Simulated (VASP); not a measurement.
Set up this calculation in VASP 6.6.1, as the native input.

| Item | Value |
| --- | --- |
| Task | single point |
| Functional | PBE |
| Potentials or basis | VASP PAW PBE potentials, release 64 (Co, Pd, O) |
| Cutoff | 520 eV |
| k mesh | 18 × 18 × 18 |
| Occupations | gaussian, width 0.1 eV |
| Spin | no spin polarisation |
| Dipole correction | no |
| Further INCAR settings | ALGO = Normal; EDIFF = 1e-07; NBANDS = 24 |

The structure of CoPdO2 lies in POSCAR:

```
CoPdO2
1.0
    1.4310570750      0.8262211875      5.9455726759
   -1.4310570750      0.8262211875      5.9455726759
    0.0000000000     -1.6524423749      5.9455726759
Co Pd O
1 1 2
Direct
    0.5000000000      0.5000000000      0.5000000000
    0.0000000000      0.0000000000      0.0000000000
    0.1128397895      0.1128397895      0.1128397895
    0.8871602105      0.8871602105      0.8871602105
```

One way to write it, as run:

INCAR

```
SYSTEM = CoPdO2
PREC = Accurate
ENCUT = 520
EDIFF = 1E-7
ISMEAR = 0
SIGMA = 0.1
LREAL = .False.
LASPH = .True.
NELM = 100
ALGO = Normal
ISIF = 2
LWAVE = .False.
LCHARG = .False.
GGA = PE
NBANDS = 24
```

KPOINTS

```
Automatic mesh
0
Gamma
  18 18 18
  0 0 0
```

Potentials or basis: VASP PAW PBE potentials, release 64 (Co, Pd, O).

Launch:

```console
$ cat potpaw_PBE.64/Co/POTCAR potpaw_PBE.64/Pd/POTCAR potpaw_PBE.64/O/POTCAR > POTCAR
$ mpirun -np 1 vasp_std > vasp.out
```

It gave:

```json
{
 "Pressure": "-0.1 GPa",
 "Largest force": "0.052 eV/Å",
 "Band gap on the k mesh": "zero (an odd number of electrons rules out a gap without spin polarisation)"
}
```

Caveat: an odd number of electrons without spin polarisation forces a metal; a magnetic or distorted state may lie lower; the run has no spin polarisation, though such a crystal can be magnetic; semilocal functionals often make such compounds metallic where correlation or magnetic order opens a gap, which also shifts bond lengths.

It took 50 min on 1 thread of Intel Xeon 8259CL (shared host), peak memory 0.82 GiB.
